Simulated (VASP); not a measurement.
# Ta (Fd-3m) in VASP: single point with LDA+U

Aim: the single point of Ta with LDA+U.

Everything below comes from runs of VASP 6.6.1. Logs are shortened: lines on timing, memory, paths and dates and some standing lists are left out, and cuts for length are marked.

## Step 1: The cell of the first run

The structure is cubic, space group Fd-3m (No. 227). The conventional cell has a = 5.391 Å, b = 5.391 Å, c = 5.391 Å, α = 90.00°, β = 90.00°, γ = 90.00°. Ta (site symmetry -43m) has 4 Ta at 2.33 Å within 3.1 Å.

This isn't the form of Ta at room conditions, which is bcc.

## Step 2: Single point, LDA+U

The input, INCAR:

```
SYSTEM = Ta
ALGO     = Normal         ! electronic algorithm
EDIFF    = 1E-6           ! SCF threshold, eV
ENCUT    = 500            ! plane-wave cutoff, eV
GGA_COMPAT= .False.      
ISIF     = 2              ! what is computed and relaxed
ISMEAR   = -1             ! smearing method
LASPH    = .True.         ! aspherical terms in the spheres
LCHARG   = .False.        ! write CHGCAR
LDAU     = .True.         ! DFT+U
LDAUJ    = 0            
LDAUL    = 2              ! shell
LDAUPRINT= 1            
LDAUTYPE = 2            
LDAUU    = 2              ! U, eV
LMAXMIX  = 4              ! l up to which the mixer works
LREAL    = .False.        ! projectors in reciprocal space
LWAVE    = .False.        ! write WAVECAR
NBANDS   = 20             ! bands
NELM     = 200            ! most SCF steps
PREC     = Accurate       ! precision mode
SIGMA    = 0.08           ! smearing width, eV
```

The input, KPOINTS:

```
k-points
0
Gamma
  13 13 13
  0 0 0
```

The input, POSCAR:

```
Ta
1.0
    0.0000000000      2.6953096699      2.6953096699
    2.6953096699      0.0000000000      2.6953096699
    2.6953096699      2.6953096699      0.0000000000
Ta
2
Direct
   -0.1250000000     -0.1250000000     -0.1250000000
    0.1250000000      0.1250000000      0.1250000000
```

Potentials or basis: VASP PAW LDA potentials, release 64 (Ta_sv_GW).

On the command line:

```
> cat potpaw_LDA.64/Ta_sv_GW/POTCAR > POTCAR
> mpirun -np 1 vasp_std > vasp.out
```

OUTCAR:

```text
SYSTEM = Ta
   EDIFF = 1E-6
   ENCUT = 500
   ISIF = 2
   ISMEAR = -1
   LASPH = .True.
   LREAL = .False.
   NELM = 200
   PREC = Accurate

 ion  position               nearest neighbor table
   1  0.875  0.875  0.875-   2 2.33   2 2.33   2 2.33   2 2.33
   2  0.125  0.125  0.125-   1 2.33   1 2.33   1 2.33   1 2.33

  LATTYP: Found a face centered cubic cell.
 ALAT       =     5.3906193398

  Lattice vectors:

 A1 = (   0.0000000000,   2.6953096699,   2.6953096699)
 A2 = (   2.6953096699,   0.0000000000,   2.6953096699)
 A3 = (   2.6953096699,   2.6953096699,   0.0000000000)

Analysis of symmetry for initial positions (statically):
=====================================================================
 Subroutine PRICEL returns:
 Original cell was already a primitive cell.

 Routine SETGRP: Setting up the symmetry group for a
 face centered cubic supercell.

 Subroutine GETGRP returns: Found 48 space group operations
 (whereof 12 operations were pure point group operations)
 out of a pool of 48 trial point group operations.

The static configuration has the point symmetry D_3d.
 The point group associated with its full space group is O_h .

Analysis of symmetry for dynamics (positions and initial velocities):
=====================================================================
 Subroutine PRICEL returns:
 Original cell was already a primitive cell.

 Routine SETGRP: Setting up the symmetry group for a
 face centered cubic supercell.

 Subroutine GETGRP returns: Found 48 space group operations
 (whereof 12 operations were pure point group operations)
 out of a pool of 48 trial point group operations.

The dynamic configuration has the point symmetry D_3d.
 The point group associated with its full space group is O_h .

 Subroutine INISYM returns: Found 48 space group operations
 (whereof 12 operations are pure point group operations),
 and found     1 'primitive' translations

----------------------------------------------------------------------------------------

                                     Primitive cell

  volume of cell :      39.1612

  direct lattice vectors                    reciprocal lattice vectors
     0.000000000  2.695309670  2.695309670    -0.185507441  0.185507441  0.185507441
     2.695309670  0.000000000  2.695309670     0.185507441 -0.185507441  0.185507441
     2.695309670  2.695309670  0.000000000     0.185507441  0.185507441 -0.185507441

  length of vectors
     3.811743490  3.811743490  3.811743490     0.321308313  0.321308313  0.321308313

  position of ions in fractional coordinates (direct lattice)
     0.875000000  0.875000000  0.875000000
     0.125000000  0.125000000  0.125000000

  ion indices of the primitive-cell ions
   primitive index   ion index
                 1           1
                 2           2

----------------------------------------------------------------------------------------

 KPOINTS: k-points

Automatic generation of k-mesh.
 Grid dimensions read from file:
 generate k-points for:   13   13   13

 Generating k-lattice:

  Cartesian coordinates                     Fractional coordinates (reciprocal lattice)
    -0.014269803  0.014269803  0.014269803     0.076923077  0.000000000  0.000000000
     0.014269803 -0.014269803  0.014269803     0.000000000  0.076923077  0.000000000
     0.014269803  0.014269803 -0.014269803     0.000000000  0.000000000  0.076923077

  Length of vectors
     0.024716024  0.024716024  0.024716024

  Shift w.r.t. Gamma in fractional coordinates (k-lattice)
     0.000000000  0.000000000  0.000000000

[... 82 lines left out ...]
   IVDW    =     0    specifies the selected vdW correction
   LEPSILON=     F    determine dielectric tensor
   LRPA    =     F    only Hartree local field effects (RPA)
 non-spin polarized calculation
  energy-cutoff  :      500.00
  volume of cell :       39.16
 maximum number of plane-waves:      1010
   NGX = 13   NGY = 13   NGZ = 13

atom =   1  type =  1  l = 2

 onsite density matrix

spin component  1

  0.3369 -0.0000  0.0000 -0.0000 -0.0000
 -0.0000  0.3369  0.0000 -0.0000 -0.0000
  0.0000  0.0000  0.2738 -0.0000  0.0000
 -0.0000 -0.0000 -0.0000  0.3369 -0.0000
 -0.0000 -0.0000  0.0000 -0.0000  0.2738

spin component  2

  0.3369 -0.0000  0.0000 -0.0000 -0.0000
 -0.0000  0.3369  0.0000 -0.0000 -0.0000
  0.0000  0.0000  0.2738 -0.0000  0.0000
 -0.0000 -0.0000 -0.0000  0.3369 -0.0000
 -0.0000 -0.0000  0.0000 -0.0000  0.2738

 occupancies and eigenvectors

  o =  0.2738  v =  0.0000  0.0000 -0.5466  0.0000  0.8374  0.0000  0.0000  0.0000  0.0000  0.0000      0.0000  0.0000  0.0000  0.0000  0.0000  0.0000  0.0000  0.0000  0.0000  0.0000
  o =  0.2738  v =  0.0000  0.0000  0.0000  0.0000  0.0000  0.0000  0.0000 -0.5466  0.0000  0.8374      0.0000  0.0000  0.0000  0.0000  0.0000  0.0000  0.0000  0.0000  0.0000  0.0000
  o =  0.2738  v =  0.0000 -0.0000  0.8374 -0.0000  0.5466  0.0000  0.0000  0.0000  0.0000  0.0000      0.0000  0.0000  0.0000  0.0000  0.0000  0.0000  0.0000  0.0000  0.0000  0.0000
  o =  0.2738  v =  0.0000  0.0000  0.0000  0.0000  0.0000  0.0000 -0.0000  0.8374 -0.0000  0.5466      0.0000  0.0000  0.0000  0.0000  0.0000  0.0000  0.0000  0.0000  0.0000  0.0000
  o =  0.3369  v =  1.0000  0.0000  0.0000  0.0000  0.0000  0.0000  0.0000  0.0000  0.0000  0.0000      0.0000  0.0000  0.0000  0.0000  0.0000  0.0000  0.0000  0.0000  0.0000  0.0000
  o =  0.3369  v =  0.0000  0.0000  0.0000  0.0000  0.0000  1.0000  0.0000  0.0000  0.0000  0.0000      0.0000  0.0000  0.0000  0.0000  0.0000  0.0000  0.0000  0.0000  0.0000  0.0000
  o =  0.3369  v =  0.0000  0.0000  0.0000  0.0000  0.0000  0.0000 -0.9740 -0.0000  0.2267  0.0000      0.0000  0.0000  0.0000  0.0000  0.0000  0.0000  0.0000  0.0000  0.0000  0.0000
  o =  0.3369  v =  0.0000 -0.9740 -0.0000  0.2267  0.0000  0.0000  0.0000  0.0000  0.0000  0.0000      0.0000  0.0000  0.0000  0.0000  0.0000  0.0000  0.0000  0.0000  0.0000  0.0000
  o =  0.3369  v =  0.0000  0.0000  0.0000  0.0000  0.0000  0.0000  0.2267  0.0000  0.9740  0.0000      0.0000  0.0000  0.0000  0.0000  0.0000  0.0000  0.0000  0.0000  0.0000  0.0000
  o =  0.3369  v =  0.0000  0.2267  0.0000  0.9740  0.0000  0.0000  0.0000  0.0000  0.0000  0.0000      0.0000  0.0000  0.0000  0.0000  0.0000  0.0000  0.0000  0.0000  0.0000  0.0000

atom =   2  type =  1  l = 2

 onsite density matrix

spin component  1

  0.3369  0.0000 -0.0000 -0.0000  0.0000
  0.0000  0.3369 -0.0000 -0.0000 -0.0000
 -0.0000 -0.0000  0.2738  0.0000  0.0000
 -0.0000 -0.0000  0.0000  0.3369  0.0000
  0.0000 -0.0000  0.0000  0.0000  0.2738

spin component  2

  0.3369  0.0000 -0.0000 -0.0000  0.0000
  0.0000  0.3369 -0.0000 -0.0000 -0.0000
 -0.0000 -0.0000  0.2738  0.0000  0.0000
 -0.0000 -0.0000  0.0000  0.3369  0.0000
  0.0000 -0.0000  0.0000  0.0000  0.2738

 occupancies and eigenvectors

  o =  0.2738  v =  0.0000  0.0000 -0.0958  0.0000  0.9954  0.0000  0.0000  0.0000  0.0000  0.0000      0.0000  0.0000  0.0000  0.0000  0.0000  0.0000  0.0000  0.0000  0.0000  0.0000
  o =  0.2738  v =  0.0000  0.0000  0.0000  0.0000  0.0000  0.0000  0.0000 -0.0958  0.0000  0.9954      0.0000  0.0000  0.0000  0.0000  0.0000  0.0000  0.0000  0.0000  0.0000  0.0000
  o =  0.2738  v =  0.0000  0.0000  0.0000  0.0000  0.0000  0.0000 -0.0000 -0.9954  0.0000 -0.0958      0.0000  0.0000  0.0000  0.0000  0.0000  0.0000  0.0000  0.0000  0.0000  0.0000
  o =  0.2738  v =  0.0000 -0.0000 -0.9954  0.0000 -0.0958  0.0000  0.0000  0.0000  0.0000  0.0000      0.0000  0.0000  0.0000  0.0000  0.0000  0.0000  0.0000  0.0000  0.0000  0.0000
  o =  0.3369  v =  0.0000  0.8543 -0.0000 -0.5197  0.0000  0.0000  0.0000  0.0000  0.0000  0.0000      0.0000  0.0000  0.0000  0.0000  0.0000  0.0000  0.0000  0.0000  0.0000  0.0000
  o =  0.3369  v =  0.0000  0.0000  0.0000  0.0000  0.0000  0.0000  0.8543 -0.0000 -0.5197  0.0000      0.0000  0.0000  0.0000  0.0000  0.0000  0.0000  0.0000  0.0000  0.0000  0.0000
  o =  0.3369  v =  0.0000  0.5197  0.0000  0.8543 -0.0000  0.0000  0.0000  0.0000  0.0000  0.0000      0.0000  0.0000  0.0000  0.0000  0.0000  0.0000  0.0000  0.0000  0.0000  0.0000
  o =  0.3369  v =  0.0000  0.0000  0.0000  0.0000  0.0000  0.0000  0.5197  0.0000  0.8543 -0.0000      0.0000  0.0000  0.0000  0.0000  0.0000  0.0000  0.0000  0.0000  0.0000  0.0000
  o =  0.3369  v =  1.0000  0.0000  0.0000  0.0000  0.0000  0.0000  0.0000  0.0000  0.0000  0.0000      0.0000  0.0000  0.0000  0.0000  0.0000  0.0000  0.0000  0.0000  0.0000  0.0000
  o =  0.3369  v =  0.0000  0.0000  0.0000  0.0000  0.0000  1.0000  0.0000  0.0000  0.0000  0.0000      0.0000  0.0000  0.0000  0.0000  0.0000  0.0000  0.0000  0.0000  0.0000  0.0000

 number of electron      26.0000003 magnetization

 Free energy of the ion-electron system (eV)
  ---------------------------------------------------
  ext. energy  EPLUGINS =         0.00000000
  ---------------------------------------------------
  free energy    TOTEN  =       -19.14114044 eV

  energy without entropy =      -19.08047205  energy(sigma->0) =      -19.11080625

 E-fermi :   9.1647     XC(G=0): -12.3872

 val. band max:        9.1587896216   @ k =  -0.3077   0.3846   0.0769
 cond. band min:       9.1655671234   @ k =  -0.4615   0.2308   0.0000
 fundamental gap:      0.0067775018
 Fermi energy:         9.1646788435

 k-point     1 :       0.0000    0.0000    0.0000
  band No.  band energies     occupation
      1     -58.1391      2.00000
      2     -57.1220      2.00000
      3     -25.6705      2.00000
      4     -25.6705      2.00000
      5     -25.6705      2.00000
      6     -23.6484      2.00000
[... 541 lines left out ...]
     19      16.3243      0.00000
     20      16.4792      0.00000

 [... further k-points ...]

------------------------ aborting loop because EDIFF is reached ----------------------------------------

  FORCE on cell =-STRESS in cart. coord.  units (eV):
  Direction    XX          YY          ZZ          XY          YZ          ZX
  --------------------------------------------------------------------------------------
  -------------------------------------------------------------------------------------
  Total       10.9559464     10.9559464     10.9559464     -0.0000000      0.0000000      0.0000000
  in kB      448.2336703    448.2336703    448.2336703     -0.0000000      0.0000000      0.0000000
  external PRESSURE =     448.2336703 kB  Pullay stress =       0.0000000 kB

 VOLUME and BASIS-vectors are now :
 -----------------------------------------------------------------------------
  energy-cutoff  :      500.00
  volume of cell :       39.16
      direct lattice vectors                 reciprocal lattice vectors
     0.000000000  2.695309670  2.695309670    -0.185507441  0.185507441  0.185507441
     2.695309670  0.000000000  2.695309670     0.185507441 -0.185507441  0.185507441
     2.695309670  2.695309670  0.000000000     0.185507441  0.185507441 -0.185507441

 POSITION                                       TOTAL-FORCE (eV/Angst)
 -----------------------------------------------------------------------------------
      4.71679      4.71679      4.71679         0.000000      0.000000      0.000000
      0.67383      0.67383      0.67383        -0.000000     -0.000000     -0.000000
 -----------------------------------------------------------------------------------
    total drift:                                0.000000     -0.000000     -0.000000

  FREE ENERGIE OF THE ION-ELECTRON SYSTEM (eV)
  ---------------------------------------------------
  free  energy   TOTEN  =       -19.1411404396 eV

  energy  without entropy=      -19.0804720518  energy(sigma->0) =      -19.11080625
```

Wall time 56 s (1 thread of Intel Xeon Platinum 8259CL at 2.50GHz (Skylake/Cascade Lake), shared host); peak memory 0.18 GiB.

What came out:

- Free energy: -19.1411 eV
- Pressure: 44.8 GPa
- Band gap on the k mesh: zero (bands 13 and 14 overlap by 1.36 eV)

Eigenvalues of the final occupation matrices:
| site | spin | trace | eigenvalues |
| --- | --- | --- | --- |
| site 1 d | 1 | 1.56 | 0.27 0.27 0.34 0.34 0.34 |
| site 1 d | 2 | 1.56 | 0.27 0.27 0.34 0.34 0.34 |
| site 2 d | 1 | 1.56 | 0.27 0.27 0.34 0.34 0.34 |
| site 2 d | 2 | 1.56 | 0.27 0.27 0.34 0.34 0.34 |

Caveat: the cell stands under pressure; spin-orbit coupling is left out, which moves the levels of the heavy elements; U without spin polarisation on a metal has little footing; the U is typed as a test and isn't derived for this compound.
